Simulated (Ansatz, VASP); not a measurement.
**Two plane-wave programs on GaAs**

File POSCAR:

```
GaAs
1.0
    0.0000000000      2.8297573509      2.8297573509
    2.8297573509      0.0000000000      2.8297573509
    2.8297573509      2.8297573509      0.0000000000
Ga As
1 1
Direct
    0.0000000000      0.0000000000      0.0000000000
    0.7500000000      0.7500000000      0.7500000000
```

Contents of INCAR.step1:

```
SYSTEM = GaAs
  PREC = Accurate
  ENCUT = 520
  EDIFF = 1E-5
  ISMEAR = 0
  SIGMA = 0.01
  LREAL = .FALSE.
  LASPH = .TRUE.
  NELM = 100
  ALGO = Normal
  ISIF = 2
  LWAVE = .TRUE.
  LCHARG = .FALSE.
  GGA = PE
  NBANDS = 16
```

File INCAR.step2:

```
SYSTEM = GaAs
  PREC = Accurate
  ENCUT = 520
  EDIFF = 1E-6
  ISMEAR = 0
  SIGMA = 0.01
  LREAL = .FALSE.
  LASPH = .TRUE.
  NELM = 100
  ALGO = Normal
  ISIF = 2
  LWAVE = .FALSE.
  LCHARG = .FALSE.
  GGA = PE
  LHFCALC = .TRUE.
  HFSCREEN = 0.2079
  PRECFOCK = Normal
  ISTART = 1
  NBANDS = 16
```

The input KPOINTS:

```
Automatic mesh
0
G
  4 4 4
  0 0 0
```

Input for Ansatz:

```yaml
crystal:
  lattice:
    - [0.0, 2.8297573509, 2.8297573509]
    - [2.8297573509, 0.0, 2.8297573509]
    - [2.8297573509, 2.8297573509, 0.0]
  atoms:
    - { symbol: Ga, position: [0.0, 0.0, 0.0] }
    - { symbol: As, position: [0.75, 0.75, 0.75] }
basis:
  ecutwfc: 420
kpoints:
  mp_grid: { grid: [4, 4, 4] }
hamiltonian:
  xc: hse06
  pseudopotentials: { kind: paw, azcp: { folder: soft_1 } }
scf:
  occupations: { method: fixed }
output:
  forces: true
  stress: true
  eigenvalues: true
```

Alike in both runs: task single point; functional HSE06; k mesh 4 × 4 × 4; no spin polarisation.

|  | VASP | Ansatz |
| --- | --- | --- |
| version | VASP 6.6.1 | Ansatz 0.2.0 |
| potentials or method | VASP PAW PBE potentials, release 64 (Ga_d, As), cutoff 520 eV | scalar-relativistic, plane waves, PAW |
| occupations | gaussian, width 0.01 eV | fixed |
| valence electrons in the cell | 18 | 28 |

```tsv
	VASP	Ansatz	Ansatz less VASP
gap on the k mesh at the Fermi level (eV)	1.44	1.45	+0.004
least direct gap on the mesh (eV)	1.44	1.45	+0.004
pressure (GPa)	1.0	1.2	+0.17
```

VASP's potentials hold 18 valence electrons a cell and Ansatz's 28, so a difference there can come from the potentials and not from the codes. Ansatz's warnings: stress exchange threshold loose, stress scf threshold loose.

The k mesh is coarse, so the values compare programs but aren't converged.
